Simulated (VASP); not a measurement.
# Ag (Fm-3m) in VASP: settings compared

Ag is run at these levels: PBEsol+D4, revPBE+D3(BJ); tasks: relaxation of cell and atoms, single point.

Everything below comes from runs of VASP 6.6.1. Logs are shortened: lines on timing, memory, paths and dates and some standing lists are left out, and cuts for length are marked.

### Step 1. The cell of the first run

It takes space group Fm-3m (No. 225, cubic). The conventional cell has a = 4.085 Å, b = 4.085 Å, c = 4.085 Å, α = 90.00°, β = 90.00°, γ = 90.00°. Ag (site symmetry m-3m) has 12 Ag at 2.89 Å within 3.8 Å.

### Step 2. Relaxation of cell and atoms, PBEsol+D4

Contents of INCAR:

```
  ALGO = Normal
  EDIFF = 1E-6
  EDIFFG = -0.005
  ENCUT = 600
  GGA = PS
  IBRION = 2
  ISIF = 3
  ISMEAR = -1
  IVDW = 13
  LASPH = True
  LCHARG = False
  LREAL = False
  LWAVE = False
  NELM = 100
  NSW = 80
  PREC = Accurate
  SIGMA = 0.05
```

Contents of KPOINTS:

```
k-points
0
Gamma
  11 11 11
```

Contents of POSCAR:

```
Ag
1.0
    0.0000000000      2.0427500000      2.0427500000
    2.0427500000      0.0000000000      2.0427500000
    2.0427500000      2.0427500000      0.0000000000
Ag
1
Direct
    0.0000000000      0.0000000000      0.0000000000
```

Potentials or basis: VASP PAW PBE potentials, release 64 (Ag).

Launch:

```bash
$ cat potpaw_PBE.64/Ag/POTCAR > POTCAR
$ mpirun -np 1 vasp_std > vasp.out
```

OUTCAR:

```text
EDIFF = 1E-6
   EDIFFG = -0.005
   ENCUT = 600
   GGA = PS
   IBRION = 2
   ISIF = 3
   ISMEAR = -1
   IVDW = 13
   LASPH = True
   LREAL = False
   NELM = 100
   NSW = 80
   PREC = Accurate

 ion  position               nearest neighbor table
   1  0.000  0.000  0.000-

  LATTYP: Found a face centered cubic cell.
 ALAT       =     4.0855000000

  Lattice vectors:

 A1 = (   0.0000000000,   2.0427500000,   2.0427500000)
 A2 = (   2.0427500000,   0.0000000000,   2.0427500000)
 A3 = (   2.0427500000,   2.0427500000,   0.0000000000)

Analysis of symmetry for initial positions (statically):
=====================================================================
 Subroutine PRICEL returns:
 Original cell was already a primitive cell.

 Routine SETGRP: Setting up the symmetry group for a
 face centered cubic supercell.

 Subroutine GETGRP returns: Found 48 space group operations
 (whereof 48 operations were pure point group operations)
 out of a pool of 48 trial point group operations.

The static configuration has the point symmetry O_h .

Analysis of symmetry for dynamics (positions and initial velocities):
=====================================================================
 Subroutine PRICEL returns:
 Original cell was already a primitive cell.

 Routine SETGRP: Setting up the symmetry group for a
 face centered cubic supercell.

 Subroutine GETGRP returns: Found 48 space group operations
 (whereof 48 operations were pure point group operations)
 out of a pool of 48 trial point group operations.

The dynamic configuration has the point symmetry O_h .

 Subroutine INISYM returns: Found 48 space group operations
 (whereof 48 operations are pure point group operations),
 and found     1 'primitive' translations

----------------------------------------------------------------------------------------

                                     Primitive cell

  volume of cell :      17.0481

  direct lattice vectors                    reciprocal lattice vectors
     0.000000000  2.042750000  2.042750000    -0.244768082  0.244768082  0.244768082
     2.042750000  0.000000000  2.042750000     0.244768082 -0.244768082  0.244768082
     2.042750000  2.042750000  0.000000000     0.244768082  0.244768082 -0.244768082

  length of vectors
     2.888884755  2.888884755  2.888884755     0.423950755  0.423950755  0.423950755

  position of ions in fractional coordinates (direct lattice)
     0.000000000  0.000000000  0.000000000

  ion indices of the primitive-cell ions
   primitive index   ion index
                 1           1

----------------------------------------------------------------------------------------

 KPOINTS: k-points

Automatic generation of k-mesh.
 Grid dimensions read from file:
 generate k-points for:   11   11   11

 Generating k-lattice:

  Cartesian coordinates                     Fractional coordinates (reciprocal lattice)
    -0.022251644  0.022251644  0.022251644     0.090909091  0.000000000  0.000000000
     0.022251644 -0.022251644  0.022251644     0.000000000  0.090909091  0.000000000
     0.022251644  0.022251644 -0.022251644     0.000000000  0.000000000  0.090909091

  Length of vectors
     0.038540978  0.038540978  0.038540978

  Shift w.r.t. Gamma in fractional coordinates (k-lattice)
     0.000000000  0.000000000  0.000000000

 Subroutine IBZKPT returns following result:
 ===========================================

 Found     56 irreducible k-points:

 Following reciprocal coordinates:
            Coordinates               Weight
  0.000000  0.000000  0.000000      1.000000
  0.090909  0.000000  0.000000      8.000000
  0.181818  0.000000  0.000000      8.000000
  0.272727  0.000000  0.000000      8.000000
  0.363636  0.000000  0.000000      8.000000
  0.454545  0.000000  0.000000      8.000000
[... 16 lines left out ...]
 -0.272727  0.181818  0.000000     24.000000
 -0.181818  0.181818  0.000000     12.000000
 [... further k-points ...]
   k-points           NKPTS =     56   k-points in BZ     NKDIM =     56   number of bands    NBANDS=      9
   number of dos      NEDOS =    301   number of ions     NIONS =      1
   total plane-waves  NPLWV =  13824
   dimension x,y,z NGX =    24 NGY =   24 NGZ =   24
   dimension x,y,z NGXF=    48 NGYF=   48 NGZF=   48
   ions per type =               1
   NGX,Y,Z   is equivalent  to a cutoff of  13.81, 13.81, 13.81 a.u.
   NGXF,Y,Z  is equivalent  to a cutoff of  27.62, 27.62, 27.62 a.u.
 SYSTEM =  unknown system
   PREC   = accura    normal or accurate (medium, high low for compatibility)
   ISTART =      0    job   : 0-new  1-cont  2-samecut
   ICHARG =      2    charge: 1-file 2-atom 10-const
   ISPIN  =      1    spin polarized calculation?
   LNONCOLLINEAR =      F non collinear calculations
   LSORBIT =      F    spin-orbit coupling
   LASPH  =      T    aspherical Exc in radial PAW
   ENCUT  =  600.0 eV  44.10 Ry    6.64 a.u.   5.77  5.77  5.77*2*pi/ulx,y,z
   NELM   =    100;   NELMIN=  2; NELMDL= -5     # of ELM steps
   EDIFF  = 0.1E-05   stopping-criterion for ELM
   LREAL  =      F    real-space projection
   EDIFFG = -.5E-02   stopping-criterion for IOM
   NSW    =     80    number of steps for IOM
   IBRION =      2    ionic relax: 0-MD 1-quasi-New 2-CG
   NFREE  =      1    steps in history (QN), initial steepest desc. (CG)
   ISIF   =      3    stress and relaxation
   ISYM   =      2    0-nonsym 1-usesym 2-fastsym
   POTIM  = 0.5000    time-step for ionic-motion
   TEBEG  =    0.0;   TEEND  =   0.0 temperature during run
   PSTRESS=    0.0 pullay stress
   NELECT =      11.0000    total number of electrons
   NUPDOWN=      -1.0000    fix difference up-down
   EMIN   =  10.00;   EMAX   =-10.00  energy-range for DOS
   EFERMI =   0.00;   METHOD = LEGACY
   ISMEAR =    -1;   SIGMA  =   0.05  broadening in eV -4-tet -1-fermi 0-gaus
   EFERMI_NEDOS =   21; number of points for ismear=-14 and -15
   IALGO  =     38    algorithm
   IMIX   =      4    mixing-type and parameters
     AMIX     =   0.40;   BMIX     =  1.00
     AMIX_MAG =   1.60;   BMIX_MAG =  1.00
  volume/ion in A,a.u.               =      17.05       115.05
  Fermi-wavevector in a.u.,A,eV,Ry     =   1.414644  2.673290 27.228221  2.001218
  Thomas-Fermi vector in A             =   2.536165
   LORBIT       =      0    0 simple, 1 ext, 2 COOP (PROOUT), +10 PAW based schemes
   GGA     = PS    functional components
   LHFCALC =     F    Hartree Fock is set to
   AEXX    =    0.0000 exact exchange contribution
   IVDW    =    13    specifies the selected vdW correction
   LEPSILON=     F    determine dielectric tensor
   LRPA    =     F    only Hartree local field effects (RPA)
 conjugate gradient relaxation of ions
 non-spin polarized calculation
  energy-cutoff  :      600.00
  volume of cell :       17.05
 maximum number of plane-waves:       578
   NGX = 11   NGY = 11   NGZ = 11

--------------------------------------- Ionic step        1  -------------------------------------------

 number of electron      10.9999999 magnetization

 Free energy of the ion-electron system (eV)
  ---------------------------------------------------
  ext. energy  EPLUGINS =         0.00000000
  ---------------------------------------------------
  free energy    TOTEN  =        -3.30977843 eV

  energy without entropy =       -3.30712252  energy(sigma->0) =       -3.30845048

------------------------ aborting loop because EDIFF is reached ----------------------------------------

  DFT-D4 for vdW energy calculation

  Edisp (eV):   -0.33093

  FORCE on cell =-STRESS in cart. coord.  units (eV):
  Direction    XX          YY          ZZ          XY          YZ          ZX
  --------------------------------------------------------------------------------------
  -------------------------------------------------------------------------------------
  Total      -0.63998    -0.63998    -0.63998     0.00000    -0.00000     0.00000
  in kB     -60.14558   -60.14558   -60.14558     0.00000    -0.00000     0.00000
  external pressure =      -60.15 kB  Pullay stress =        0.00 kB
[... 59 lines left out ...]
  energy  without entropy=       -3.6442987887  energy(sigma->0) =       -3.64509251

--------------------------------------- Ionic step        3  -------------------------------------------

 number of electron      11.0000002 magnetization

 Free energy of the ion-electron system (eV)
  ---------------------------------------------------
  ext. energy  EPLUGINS =         0.00000000
  ---------------------------------------------------
  free energy    TOTEN  =        -3.31066449 eV

  energy without entropy =       -3.30874087  energy(sigma->0) =       -3.30970268

 E-fermi :   9.1550     XC(G=0): -12.7292

 val. band max:        9.0788637763   @ k =  -0.4545   0.0909   0.0000
 cond. band min:       9.2253907169   @ k =   0.4545   0.3636   0.0000
 fundamental gap:      0.1465269406
 Fermi energy:         9.1550197181

 k-point     1 :       0.0000    0.0000    0.0000
  band No.  band energies     occupation
      1       0.7540      2.00000
      2       4.0044      2.00000
      3       4.0044      2.00000
      4       4.0044      2.00000
      5       5.1520      2.00000
      6       5.1520      2.00000
      7      25.0705      0.00000
      8      28.9542      0.00000
      9      28.9542      0.00000
[... 265 lines left out ...]
 k-point    24 :      -0.1818    0.1818    0.0000
  band No.  band energies     occupation
      1       2.9058      2.00000
      2       3.5515      2.00000
      3       4.2215      2.00000
      4       4.6785      2.00000
      5       4.7150      2.00000
      6       6.3501      2.00000
      7      21.2660      0.00000
      8      21.7335      0.00000
      9      27.9578      0.00000

 [... further k-points ...]

------------------------ aborting loop because EDIFF is reached ----------------------------------------

  DFT-D4 for vdW energy calculation

  Edisp (eV):   -0.34746

  FORCE on cell =-STRESS in cart. coord.  units (eV):
  Direction    XX          YY          ZZ          XY          YZ          ZX
  --------------------------------------------------------------------------------------
  -------------------------------------------------------------------------------------
  Total      -0.00304    -0.00304    -0.00304    -0.00000     0.00000    -0.00000
  in kB      -0.30055    -0.30055    -0.30055    -0.00000     0.00000    -0.00000
  external pressure =       -0.30 kB  Pullay stress =        0.00 kB
[... 16 lines left out ...]
  FREE ENERGIE OF THE ION-ELECTRON SYSTEM (eV)
  ---------------------------------------------------
  free  energy   TOTEN  =        -3.6581231515 eV

  energy  without entropy=       -3.6561995297  energy(sigma->0) =       -3.65716134

 reached required accuracy - stopping structural energy minimisation
```

Run time: 8.3 s. Hardware: 1 thread of Intel Xeon 6975P-C (Granite Rapids), shared host; peak memory 0.15 GiB.

Results:

- Free energy: -3.6581 eV
- Relaxed volume: 16.18 Å³/atom
- Relaxed cell: a = 2.839 Å, b = 2.839 Å, c = 2.839 Å, α = 60.00°, β = 60.00°, γ = 60.00°
- Space group after relaxing (to 0.05 Å): Fm-3m (No. 225)
- Energy gained by relaxing: 17.4 meV/atom
- Ionic steps: 3
- Pressure after relaxing: 0.0 GPa
- Dispersion energy per atom: -0.347 eV

Step by step:
| step | energy change (eV) | largest force (eV/Å) | pressure (GPa) | volume (Å³) |
| --- | --- | --- | --- | --- |
| 1 | 0.0000 | 0.0000 | -6.01 | 17.05 |
| 2 | -0.0052 | 0.0000 | 6.26 | 15.52 |
| 3 | -0.0174 | 0.0000 | -0.03 | 16.18 |

Final structure:
```xyz
1
Lattice="0.0000 2.0074 2.0074 2.0074 0.0000 2.0074 2.0074 2.0074 0.0000" Properties=species:S:1:pos:R:3 pbc="T T T"
Ag    0.0000    0.0000    0.0000
```

Caveat: the PAW data sets were made with another functional, which shifts forces and pressure a little; pairwise dispersion overbinds metals, which lowers pressure and volume.

(Continued in part 2 of 3.)
